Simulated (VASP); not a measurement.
Set up this calculation in VASP 6.6.1, as the native input.

```yaml
Task: single point
Functional: PBE
Potentials_or_basis: VASP PAW PBE potentials, release 64 (Na_pv, Cl, S)
Cutoff: 520 eV
k_mesh: 7 × 7 × 1
Occupations: gaussian, width 0.05 eV
Spin: collinear spin
Starting_moments: "[0.0, 0.0, 0.0, 0.0, 2.0] μB"
Dipole_correction: yes
Further_INCAR_settings: ALGO = Normal; EDIFF = 1e-07; NBANDS = 29
```

The structure of Na2SCl2 lies in POSCAR:

```
Na2SCl2
1.0
    4.0273798085      0.0000000000      0.0000000000
    0.0000000000      4.0273798085      0.0000000000
    0.0000000000      0.0000000000     19.8776080688
Na Cl S
2 2 1
Direct
    0.5000000000      0.5000000000      0.2012314553
    0.0000000000      0.0000000000      0.3409539738
    0.0000000000      0.0000000000      0.2012314553
    0.5000000000      0.5000000000      0.3459977702
    0.5000000000      0.5000000000      0.5306276305
```

These files were run (other wordings do the same):

INCAR

```
PREC     = Accurate       # precision mode
ENCUT    = 520            # plane-wave cutoff, eV
EDIFF    = 1E-7           # SCF threshold, eV
ISMEAR   = 0              # smearing method
SIGMA    = 0.05           # smearing width, eV
LREAL    = F              # projectors in reciprocal space
LASPH    = T              # aspherical terms in the spheres
NELM     = 150            # most SCF steps
ALGO     = Normal         # electronic algorithm
ISIF     = 2              # what is computed and relaxed
LWAVE    = F              # write WAVECAR
LCHARG   = F              # write CHGCAR
ISPIN    = 2              # spin polarisation
MAGMOM   = 0 0 0 0 2      # initial moments
LORBIT   = 11             # projections on sites
LDIPOL   = T            
IDIPOL   = 3            
DIPOL    = 0.5 0.5 0.324
GGA      = PE             # functional
NBANDS   = 29             # bands
```

KPOINTS

```
Automatic mesh
0
Gamma
  7 7 1
```

Potentials or basis: VASP PAW PBE potentials, release 64 (Na_pv, Cl, S).

The run is started by

```console
$ cat potpaw_PBE.64/Na_pv/POTCAR potpaw_PBE.64/Cl/POTCAR potpaw_PBE.64/S/POTCAR > POTCAR
$ mpirun -np 1 vasp_std > vasp.out
```

Results of the run:

The largest force is 0.222 eV/Å, the band gap on the k mesh is zero (filled and empty bands overlap) and the net moment is 2.00 μB per cell. The site moments are Na +0.00, -0.00; Cl +0.00, +0.03; S +1.15 μB. The valence electrons inside the program's atomic spheres are Na 6.01; Cl 5.16, 5.15; S 3.48.

Wall time 2.6 min on 1 thread of AMD EPYC 9R45 96-Core Processor (Zen 5), on a shared host, peak memory 0.51 GiB.
